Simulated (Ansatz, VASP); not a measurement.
# Two plane-wave programs on Pb

```
Pb
1.0
     0.00000    2.52115    2.52115
     2.52115    0.00000    2.52115
     2.52115    2.52115    0.00000
Pb
1
Direct
  0.00000 0.00000 0.00000
```

Alike in both runs: functional PBE; k mesh 14 × 14 × 14; occupations gaussian, width 0.1 eV; no spin polarisation.

Ansatz relaxed the structure, and its values are those at the end. VASP's run is a single point on that final structure, the one shown.

|  | VASP | Ansatz |
| --- | --- | --- |
| version | VASP 6.6.1 | Ansatz 0.2.0 |
| potentials or method | VASP PAW PBE potentials, release 64 (Pb_d), cutoff 520 eV | scalar-relativistic, plane waves, PAW |
| valence electrons in the cell | 14 | 14 |

Ansatz gave:

```
gap on the k mesh at the Fermi level (eV) : none
pressure (GPa)                            : 0.0
```

Question: What did VASP give for the same quantities?

Answer: gap on the k mesh at the Fermi level (eV): none; pressure (GPa): -0.1.

A gap of «none» marks a metal or a gap that the smearing closes. With one functional, cell and mesh, what is left measures potentials, basis and numerics.

Neither program's run includes spin-orbit coupling.
